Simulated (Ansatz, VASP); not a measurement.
Al3GaSb4 in VASP and in Ansatz

```
Al Ga Sb
1.0
    -3.03869   -6.07870    3.10532
     3.03900    3.03939    6.21104
    -6.07897    6.07955    0.00010
Al Ga Sb
6 2 8
Direct
  0.99999 0.00027 0.99928
  0.99979 0.99906 0.50055
  0.50041 0.24986 0.37604
  0.00046 0.50062 0.25045
  0.49944 0.75016 0.12473
  0.50030 0.25044 0.87407
  0.99983 0.50054 0.74947
  0.49991 0.74906 0.62545
  0.37551 0.06347 0.09365
  0.37539 0.06031 0.59405
  0.87578 0.31277 0.46993
  0.37566 0.56304 0.34503
  0.87469 0.81308 0.21830
  0.87597 0.31385 0.96789
  0.37338 0.56280 0.84246
  0.87351 0.81065 0.71864
```

Change from the starting cell: strained cell.

Alike in both runs: task single point; functional PBEsol; k mesh 4 × 4 × 4; occupations gaussian, width 0.02 eV; no spin polarisation.

```csv
,VASP,Ansatz
version,VASP 6.6.1,Ansatz 0.2.0
potentials or method,"VASP PAW PBE potentials, release 64 (Al, Ga_d, Sb), cutoff 500 eV","scalar-relativistic, plane waves, PAW"
valence electrons in the cell,84,164
```

|  | VASP | Ansatz | Ansatz less VASP |
| --- | --- | --- | --- |
| gap on the k mesh at the Fermi level (eV) | 0.92 | 0.93 | +0.005 |
| least direct gap on the mesh (eV) | 0.98 | 0.99 | +0.004 |
| pressure (GPa) | 0.9 | 0.6 | -0.26 |
| traceless stress, the component that is largest in VASP (GPa) | -0.62 | -0.63 | -0.005 |
| rms of the force components (eV/Å) | 0.009 | 0.003 | -0.0060 |

VASP's potentials were made for PBE, not for PBEsol, and Ansatz warns of the same on its side. Atom by atom the forces differ by 0.008 eV/Å (rms over components). VASP's potentials hold 84 valence electrons a cell and Ansatz's 164, so a difference there can come from the potentials and not from the codes.

Neither program's run includes spin-orbit coupling.
